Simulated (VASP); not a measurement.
Crystal: InAg3.

```xyz
4
Lattice="4.1440 0.0000 0.0000 0.0000 4.1440 0.0000 0.0000 0.0000 4.1440" Properties=species:S:1:pos:R:3 pbc="T T T"
In    0.0000    0.0000    0.0000
Ag    0.0000    2.0720    2.0720
Ag    2.0720    0.0000    2.0720
Ag    2.0720    2.0720    0.0000
```

* Program: VASP 6.6.1
* Task: relaxation of cell and atoms
* Functional: r2SCAN
* Potentials or basis: VASP PAW PBE potentials, release 64 (In_d, Ag)
* Cutoff: 600 eV
* k mesh: 8 × 8 × 8
* Occupations: fermi-dirac, width 0.1 eV
* Spin: no spin polarisation

At the start: pressure 3.3 GPa; volume 17.79 Å³/atom.

**Question.** How do energy, volume and symmetry change on relaxing?

**Answer.** Over 3 steps the energy falls by 5.6 meV/atom and the volume is 18.37 Å³/atom (+3.2 %); space group Pm-3m (No. 221, to 0.1 Å) before and after.

Step by step:
| step | energy change (eV) | largest force (eV/Å) | pressure (GPa) | volume (Å³) |
| --- | --- | --- | --- | --- |
| 1 | 0.0000 | 0.0000 | 3.25 | 71.16 |
| 2 | -0.0143 | 0.0000 | -1.72 | 74.95 |
| 3 | -0.0225 | 0.0000 | 0.02 | 73.47 |

Final structure:
```
In Ag
1.0
     4.18828    0.00000    0.00000
     0.00000    4.18828    0.00000
     0.00000    0.00000    4.18828
In Ag
1 3
Cartesian
  0.0000 0.0000 0.0000
  0.0000 2.0941 2.0941
  2.0941 0.0000 2.0941
  2.0941 2.0941 0.0000
```

Caveat: the PAW data sets were made with another functional, which shifts forces and pressure a little.
